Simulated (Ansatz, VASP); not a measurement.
**Zr: VASP beside Ansatz**

Contents of POSCAR:

```
Zr
1.0
    3.1556453685      0.0000000000      0.0000000000
   -1.5778226842      2.7328690545      0.0000000000
    0.0000000000      0.0000000000      5.0159946563
Zr
2
Direct
    0.3333333333      0.6666666667      0.2500000000
    0.6666666667      0.3333333333      0.7500000000
```

File INCAR.step1:

```
ALGO = Normal ; EDIFF = 1E-4
ENCUT = 520 ; GGA = PE
ISMEAR = -1 ; LASPH = True
LCHARG = False ; LREAL = False
LWAVE = True ; NBANDS = 19
NELM = 60 ; PREC = Accurate
SIGMA = 0.1
```

File INCAR.step2:

```
ALGO = Normal ; EDIFF = 1E-6
ENCUT = 520 ; ISIF = 2
ISMEAR = -1 ; ISTART = 1
LASPH = True ; LCHARG = True
LELF = True ; LMIXTAU = True
LREAL = False ; LVHAR = True
LWAVE = False ; METAGGA = R2SCAN
NBANDS = 19 ; NELM = 60
PREC = Accurate ; SIGMA = 0.1
```

Contents of KPOINTS:

```
k-points
0
Gamma
  18 18 10
```

Input for Ansatz:

```yaml
crystal:
  lattice:
    - [3.1556453685, 0.0, 0.0]
    - [-1.5778226842, 2.7328690545, 0.0]
    - [0.0, 0.0, 5.0159946563]
  atoms:
    - { symbol: Zr, position: [0.3333333333, 0.6666666667, 0.25] }
    - { symbol: Zr, position: [0.6666666667, 0.3333333333, 0.75] }
hamiltonian:
  xc: r2scan
  pseudopotentials:
    kind: paw
    azcp:
      Zr: "pseudopotentials/Zr.paw.azcp"
basis:
  ecutwfc: 500
  fft_grid_basis: typed
kpoints:
  mp_grid: { grid: [18, 18, 10], shift: [0, 0, 0] }
magnetization:
  spin_polarized: false
scf:
  occupations: { method: fermi_dirac, width: 0.1 }
output:
  stress: true
```

Alike in both runs: task single point; functional r2SCAN; k mesh 18 × 18 × 10; occupations fermi-dirac, width 0.1 eV; no spin polarisation.

|  | VASP | Ansatz |
| --- | --- | --- |
| version | VASP 6.6.1 | Ansatz 0.2.0 |
| potentials or method | VASP PAW PBE potentials, release 64 (Zr_sv), cutoff 520 eV | plane waves (500 eV) with PAW, scalar-relativistic |
| valence electrons in the cell | 24 | 24 |

Ansatz gave:

```
pressure (GPa)                                                : 9.0
traceless stress, the component that is largest in VASP (GPa) : 0.41
```

Problem. Estimate VASP's values.

Solution. Pressure (GPa): 9.1; traceless stress, the component that is largest in VASP (GPa): 0.39.

VASP's potentials were made for PBE, not for r2SCAN.
